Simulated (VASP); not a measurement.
# BP (series) (F-43m) in VASP: a series of runs

BP (series) is run at these levels: PBE; tasks: single point.

Everything below comes from runs of VASP 6.6.1. Logs are shortened: lines on timing, memory, paths and dates and some standing lists are left out, and cuts for length are marked.

## 1. The cell of the first run

It takes space group F-43m (No. 216, cubic). Conventional cell: a = 4.538 Å, b = 4.538 Å, c = 4.538 Å, α = 90.00°, β = 90.00°, γ = 90.00°. Within 2.6 Å of B (site symmetry -43m) lie 4 P at 1.97 Å. P (site symmetry -43m) has 4 B at 1.97 Å within 2.6 Å.

## 2. Single point, PBE

Input file INCAR:

```
PREC = Accurate
ENCUT = 500
EDIFF = 1E-6
ISMEAR = 0
SIGMA = 0.02
LREAL = F
LASPH = T
NELM = 120
ALGO = Normal
ISIF = 2
LWAVE = F
LCHARG = T
GGA = PE
LELF = T
LVHAR = T
NBANDS = 11
GGA_COMPAT = F
```

Input file KPOINTS:

```
regular mesh
0
Gamma
  4 4 4
```

Input file POSCAR:

```
BP
1.0
    0.0000000000      2.2690000000      2.2690000000
    2.2690000000      0.0000000000      2.2690000000
    2.2690000000      2.2690000000      0.0000000000
B P
1 1
Direct
    0.0000000000      0.0000000000      0.0000000000
    0.2500000000      0.2500000000      0.2500000000
```

Potentials or basis: VASP PAW PBE potentials, release 64 (B, P).

On the command line:

```sh
$ cat potpaw_PBE.64/B/POTCAR potpaw_PBE.64/P/POTCAR > POTCAR
$ mpirun -np 1 vasp_std > vasp.out
```

OUTCAR:

```text
PREC = Accurate
   ENCUT = 500
   EDIFF = 1E-6
   ISMEAR = 0
   LREAL = F
   LASPH = T
   NELM = 120
   ISIF = 2
   GGA = PE

 ion  position               nearest neighbor table
   1  0.000  0.000  0.000-   2 1.97   2 1.97   2 1.97   2 1.97
   2  0.250  0.250  0.250-   1 1.97   1 1.97   1 1.97   1 1.97

  LATTYP: Found a face centered cubic cell.
 ALAT       =     4.5380000000

  Lattice vectors:

 A1 = (   0.0000000000,   2.2690000000,   2.2690000000)
 A2 = (   2.2690000000,   0.0000000000,   2.2690000000)
 A3 = (   2.2690000000,   2.2690000000,   0.0000000000)

Analysis of symmetry for initial positions (statically):
=====================================================================
 Subroutine PRICEL returns:
 Original cell was already a primitive cell.

 Routine SETGRP: Setting up the symmetry group for a
 face centered cubic supercell.

 Subroutine GETGRP returns: Found 24 space group operations
 (whereof 24 operations were pure point group operations)
 out of a pool of 48 trial point group operations.

The static configuration has the point symmetry T_d .

Analysis of symmetry for dynamics (positions and initial velocities):
=====================================================================
 Subroutine PRICEL returns:
 Original cell was already a primitive cell.

 Routine SETGRP: Setting up the symmetry group for a
 face centered cubic supercell.

 Subroutine GETGRP returns: Found 24 space group operations
 (whereof 24 operations were pure point group operations)
 out of a pool of 48 trial point group operations.

The dynamic configuration has the point symmetry T_d .

 Subroutine INISYM returns: Found 24 space group operations
 (whereof 24 operations are pure point group operations),
 and found     1 'primitive' translations

----------------------------------------------------------------------------------------

                                     Primitive cell

  volume of cell :      23.3633

  direct lattice vectors                    reciprocal lattice vectors
     0.000000000  2.269000000  2.269000000    -0.220361393  0.220361393  0.220361393
     2.269000000  0.000000000  2.269000000     0.220361393 -0.220361393  0.220361393
     2.269000000  2.269000000  0.000000000     0.220361393  0.220361393 -0.220361393

  length of vectors
     3.208850573  3.208850573  3.208850573     0.381677128  0.381677128  0.381677128

  position of ions in fractional coordinates (direct lattice)
     0.000000000  0.000000000  0.000000000
     0.250000000  0.250000000  0.250000000

  ion indices of the primitive-cell ions
   primitive index   ion index
                 1           1
                 2           2

----------------------------------------------------------------------------------------

 KPOINTS: regular mesh

Automatic generation of k-mesh.
 Grid dimensions read from file:
 generate k-points for:    4    4    4

 Generating k-lattice:

  Cartesian coordinates                     Fractional coordinates (reciprocal lattice)
    -0.055090348  0.055090348  0.055090348     0.250000000  0.000000000  0.000000000
     0.055090348 -0.055090348  0.055090348     0.000000000  0.250000000  0.000000000
     0.055090348  0.055090348 -0.055090348     0.000000000  0.000000000  0.250000000

  Length of vectors
     0.095419282  0.095419282  0.095419282

  Shift w.r.t. Gamma in fractional coordinates (k-lattice)
     0.000000000  0.000000000  0.000000000

 Subroutine IBZKPT returns following result:
 ===========================================

 Found      8 irreducible k-points:

 Following reciprocal coordinates:
            Coordinates               Weight
  0.000000  0.000000  0.000000      1.000000
  0.250000  0.000000  0.000000      8.000000
  0.500000  0.000000  0.000000      4.000000
  0.250000  0.250000  0.000000      6.000000
  0.500000  0.250000  0.000000     24.000000
 -0.250000  0.250000  0.000000     12.000000
  0.500000  0.500000  0.000000      3.000000
 -0.250000  0.500000  0.250000      6.000000
   k-points           NKPTS =      8   k-points in BZ     NKDIM =      8   number of bands    NBANDS=     11
   number of dos      NEDOS =    301   number of ions     NIONS =      2
   total plane-waves  NPLWV =  13824
   dimension x,y,z NGX =    24 NGY =   24 NGZ =   24
   dimension x,y,z NGXF=    48 NGYF=   48 NGZF=   48
   ions per type =               1   1
   NGX,Y,Z   is equivalent  to a cutoff of  12.43, 12.43, 12.43 a.u.
   NGXF,Y,Z  is equivalent  to a cutoff of  24.87, 24.87, 24.87 a.u.
 SYSTEM =  unknown system
   PREC   = accura    normal or accurate (medium, high low for compatibility)
   ISTART =      0    job   : 0-new  1-cont  2-samecut
   ICHARG =      2    charge: 1-file 2-atom 10-const
   ISPIN  =      1    spin polarized calculation?
   LNONCOLLINEAR =      F non collinear calculations
   LSORBIT =      F    spin-orbit coupling
   LASPH  =      T    aspherical Exc in radial PAW
   ENCUT  =  500.0 eV  36.75 Ry    6.06 a.u.   5.85  5.85  5.85*2*pi/ulx,y,z
   NELM   =    120;   NELMIN=  2; NELMDL= -5     # of ELM steps
   EDIFF  = 0.1E-05   stopping-criterion for ELM
   LREAL  =      F    real-space projection
   EDIFFG = 0.1E-04   stopping-criterion for IOM
   NSW    =      0    number of steps for IOM
   IBRION =     -1    ionic relax: 0-MD 1-quasi-New 2-CG
   NFREE  =      0    steps in history (QN), initial steepest desc. (CG)
   ISIF   =      2    stress and relaxation
   ISYM   =      2    0-nonsym 1-usesym 2-fastsym
   POTIM  = 0.5000    time-step for ionic-motion
   TEBEG  =    0.0;   TEEND  =   0.0 temperature during run
   PSTRESS=    0.0 pullay stress
   NELECT =       8.0000    total number of electrons
   NUPDOWN=      -1.0000    fix difference up-down
   EMIN   =  10.00;   EMAX   =-10.00  energy-range for DOS
   EFERMI =   0.00;   METHOD = LEGACY
   ISMEAR =     0;   SIGMA  =   0.02  broadening in eV -4-tet -1-fermi 0-gaus
   EFERMI_NEDOS =   21; number of points for ismear=-14 and -15
   IALGO  =     38    algorithm
   IMIX   =      4    mixing-type and parameters
     AMIX     =   0.40;   BMIX     =  1.00
     AMIX_MAG =   1.60;   BMIX_MAG =  1.00
  volume/ion in A,a.u.               =      11.68        78.83
  Fermi-wavevector in a.u.,A,eV,Ry     =   1.145320  2.164342 17.847562  1.311759
  Thomas-Fermi vector in A             =   2.282009
   LORBIT       =      0    0 simple, 1 ext, 2 COOP (PROOUT), +10 PAW based schemes
   GGA     = PE    functional components
   LHFCALC =     F    Hartree Fock is set to
   AEXX    =    0.0000 exact exchange contribution
   IVDW    =     0    specifies the selected vdW correction
   LEPSILON=     F    determine dielectric tensor
   LRPA    =     F    only Hartree local field effects (RPA)
 non-spin polarized calculation
 Gauss-broadening in eV      SIGMA  =   0.02
  energy-cutoff  :      500.00
  volume of cell :       23.36
 maximum number of plane-waves:       609
   NGX = 11   NGY = 11   NGZ = 11

 number of electron       8.0000000 magnetization

 Free energy of the ion-electron system (eV)
  ---------------------------------------------------
  ext. energy  EPLUGINS =         0.00000000
  ---------------------------------------------------
  free energy    TOTEN  =       -12.75854531 eV

  energy without entropy =      -12.75854531  energy(sigma->0) =      -12.75854531

 E-fermi :   7.6377     XC(G=0): -10.8876

 val. band max:        7.4741345328   @ k =   0.0000   0.0000   0.0000
 cond. band min:       8.7849830341   @ k =   0.5000   0.5000   0.0000
 fundamental gap:      1.3108485013
 Fermi energy:         7.6377207429

 k-point     1 :       0.0000    0.0000    0.0000
  band No.  band energies     occupation
      1      -8.0004      2.00000
      2       7.4741      2.00000
      3       7.4741      2.00000
      4       7.4741      2.00000
      5      10.8566      0.00000
      6      10.8566      0.00000
      7      10.8566      0.00000
      8      14.8497      0.00000
      9      18.9758      0.00000
     10      19.5767      0.00000
     11      19.5767      0.00000

 k-point     2 :       0.2500    0.0000    0.0000
  band No.  band energies     occupation
      1      -6.8942      2.00000
      2       2.6182      2.00000
      3       6.3531      2.00000
      4       6.3531      2.00000
      5      11.4667      0.00000
      6      12.2211      0.00000
      7      12.2211      0.00000
      8      17.0817      0.00000
      9      18.4115      0.00000
     10      18.4115      0.00000
     11      20.5046      0.00000

 k-point     3 :       0.5000    0.0000    0.0000
  band No.  band energies     occupation
      1      -4.6735      2.00000
      2      -1.5735      2.00000
      3       5.7120      2.00000
      4       5.7120      2.00000
      5      11.2471      0.00000
      6      12.1666      0.00000
      7      12.1666      0.00000
      8      17.5868      0.00000
      9      22.0813      0.00000
     10      22.0813      0.00000
     11      22.3036      0.00000

 k-point     4 :       0.2500    0.2500    0.0000
  band No.  band energies     occupation
      1      -6.5180      2.00000
      2       3.7745      2.00000
      3       4.7325      2.00000
      4       4.7325      2.00000
      5       9.2702      0.00000
      6      12.4077      0.00000
      7      15.1916      0.00000
      8      15.1916      0.00000
      9      19.5856      0.00000
     10      21.1694      0.00000
     11      22.8702      0.00000

 k-point     5 :       0.5000    0.2500    0.0000
  band No.  band energies     occupation
      1      -4.2756      2.00000
      2      -0.2353      2.00000
      3       2.6866      2.00000
      4       4.2770      2.00000
      5       9.9869      0.00000
      6      13.8924      0.00000
      7      15.6115      0.00000
      8      15.8111      0.00000
      9      20.6439      0.00000
     10      22.2462      0.00000
     11      24.8409      0.00000

 k-point     6 :      -0.2500    0.2500    0.0000
  band No.  band energies     occupation
      1      -5.1749      2.00000
      2       0.9979      2.00000
      3       2.2208      2.00000
      4       5.5332      2.00000
      5      11.3172      0.00000
      6      13.8335      0.00000
      7      14.9893      0.00000
      8      16.2286      0.00000
      9      17.4339      0.00000
     10      20.1423      0.00000
     11      24.9889      0.00000

 k-point     7 :       0.5000    0.5000    0.0000
  band No.  band energies     occupation
      1      -3.1427      2.00000
      2      -1.1179      2.00000
      3       3.3494      2.00000
      4       3.3494      2.00000
      5       8.7850      0.00000
      6       9.1143      0.00000
      7      19.5932      0.00000
      8      19.5932      0.00000
      9      22.7135      0.00000
     10      24.2077      0.00000
     11      25.4531      0.00000

 k-point     8 :      -0.2500    0.5000    0.2500
  band No.  band energies     occupation
      1      -2.8679      2.00000
      2      -0.5898      2.00000
      3       1.7828      2.00000
      4       1.9900      2.00000
      5      12.8010      0.00000
      6      14.2268      0.00000
      7      14.7120      0.00000
      8      14.9151      0.00000
      9      20.3167      0.00000
     10      23.6983      0.00000
     11      23.8401      0.00000

------------------------ aborting loop because EDIFF is reached ----------------------------------------

  FORCE on cell =-STRESS in cart. coord.  units (eV):
  Direction    XX          YY          ZZ          XY          YZ          ZX
  --------------------------------------------------------------------------------------
  -------------------------------------------------------------------------------------
  Total        0.2933581      0.2933581      0.2933581      0.0000000      0.0000000     -0.0000000
  in kB       20.1175524     20.1175524     20.1175524      0.0000000      0.0000000     -0.0000000
  external PRESSURE =      20.1175524 kB  Pullay stress =       0.0000000 kB

 VOLUME and BASIS-vectors are now :
 -----------------------------------------------------------------------------
  energy-cutoff  :      500.00
  volume of cell :       23.36
      direct lattice vectors                 reciprocal lattice vectors
     0.000000000  2.269000000  2.269000000    -0.220361393  0.220361393  0.220361393
     2.269000000  0.000000000  2.269000000     0.220361393 -0.220361393  0.220361393
     2.269000000  2.269000000  0.000000000     0.220361393  0.220361393 -0.220361393

 POSITION                                       TOTAL-FORCE (eV/Angst)
 -----------------------------------------------------------------------------------
      0.00000      0.00000      0.00000         0.000000      0.000000      0.000000
      1.13450      1.13450      1.13450        -0.000000     -0.000000     -0.000000
 -----------------------------------------------------------------------------------
    total drift:                                0.000000      0.000000      0.000000

  FREE ENERGIE OF THE ION-ELECTRON SYSTEM (eV)
  ---------------------------------------------------
  free  energy   TOTEN  =       -12.7585453109 eV

  energy  without entropy=      -12.7585453109  energy(sigma->0) =      -12.75854531
```

It took 5.8 s on 1 thread of Intel Xeon Platinum 8259CL at 2.50GHz (Skylake/Cascade Lake), shared host; peak memory 0.13 GiB.

What came out:

* Free energy: -12.7585 eV
* Pressure: 2.0 GPa
* Band gap on the k mesh: 1.31 eV, indirect (least direct gap 3.38 eV)

Caveat: the k points lie up to 0.60 Å⁻¹ apart. PBE gaps usually lie below the measured ones, often by a third to a half.

## 3. Single point, PBE

Input file INCAR:

```
PREC = Accurate ; ENCUT = 500
EDIFF = 1E-6 ; ISMEAR = 0
SIGMA = 0.1 ; LREAL = F
LASPH = T ; NELM = 120
ALGO = Normal ; ISIF = 2
LWAVE = F ; LCHARG = F
GGA = PE ; NBANDS = 11
GGA_COMPAT = F
```

Input file KPOINTS:

```
Automatic mesh
0
Gamma
  6 6 6
```

POSCAR is that of step 2.

Potentials or basis: VASP PAW PBE potentials, release 64 (B, P).

On the command line:

```sh
$ cat potpaw_PBE.64/B/POTCAR potpaw_PBE.64/P/POTCAR > POTCAR
$ mpirun -np 1 vasp_std > vasp.out
```

Run time: 4.4 s. Hardware: 1 thread of Intel Xeon Platinum 8259CL at 2.50GHz (Skylake/Cascade Lake), shared host; peak memory 0.13 GiB.

The run converged. Its results:

| Property | Result |
| --- | --- |
| Free energy | -12.9130 eV |
| Pressure | 1.0 GPa |
| Band gap on the k mesh | 1.33 eV, indirect (least direct gap 3.40 eV) |

Levels at points of the mesh, in eV from the valence-band top:
| k point | band 2 | band 3 | band 4 | band 5 | band 6 | band 7 |
| --- | --- | --- | --- | --- | --- | --- |
| (0.00, 0.00, 0.00) | 0.00 | 0.00 | 0.00 | 3.40 | 3.40 | 3.40 |
| (0.50, 0.00, 0.00) | -9.04 | -1.76 | -1.76 | 3.78 | 4.71 | 4.71 |
| (0.50, 0.50, 0.00) | -8.58 | -4.12 | -4.12 | 1.33 | 1.66 | 12.12 |

A k mesh can miss the band edges.

## 4. Single point, PBE

Input file INCAR:

```
SYSTEM = BP
  PREC = Accurate
  ENCUT = 500
  EDIFF = 1E-6
  ISMEAR = 0
  SIGMA = 0.02
  LREAL = .False.
  LASPH = .True.
  NELM = 120
  ALGO = Normal
  ISIF = 2
  LWAVE = .False.
  LCHARG = .True.
  GGA = PE
  LELF = .True.
  LVHAR = .True.
  NBANDS = 11
  GGA_COMPAT = .False.
```

Input file KPOINTS:

```
Automatic mesh
0
Gamma
  6 6 6
  0 0 0
```

POSCAR is that of step 3.

On the command line:

```sh
$ cat potpaw_PBE.64/B/POTCAR potpaw_PBE.64/P/POTCAR > POTCAR
$ mpirun -np 1 vasp_std > vasp.out
```

Wall time 7.5 s (1 thread of Intel Xeon Platinum 8259CL at 2.50GHz (Skylake/Cascade Lake), shared host); peak memory 0.13 GiB.

It converged, with:

| Quantity | Value |
| --- | --- |
| Free energy | -12.9130 eV |
| Pressure | 1.0 GPa |
| Band gap on the k mesh | 1.33 eV, indirect (least direct gap 3.40 eV) |

Levels at points of the mesh, in eV from the valence-band top:
```
           k point  band 1  band 2  band 3  band 4  band 5  band 6  band 7  band 8  band 9
(0.00, 0.00, 0.00)  -15.46    0.00    0.00    0.00    3.40    3.40    3.40    7.37   11.51
(0.50, 0.00, 0.00)  -12.14   -9.04   -1.76   -1.76    3.78    4.71    4.71   10.12   14.62
(0.50, 0.50, 0.00)  -10.61   -8.58   -4.12   -4.12    1.33    1.66   12.12   12.12   15.23
```

## 5. The runs side by side

| k mesh | smearing | gap on the mesh (eV) | pressure (GPa) |
| --- | --- | --- | --- |
| 4 × 4 × 4 | gaussian 0.02 eV | 1.31 | 2.0 |
| 6 × 6 × 6 | gaussian 0.1 eV | 1.33 | 1.0 |
| 6 × 6 × 6 | gaussian 0.02 eV | 1.33 | 1.0 |

Alike in all rows: task single point; level PBE; potentials or basis VASP PAW PBE potentials, release 64 (B, P); no spin polarisation; cell as given; cutoff (eV) 500.

Caveats: some runs use coarse meshes.

Total energies depend on the potentials used, so only differences within one code and one set of settings carry meaning.
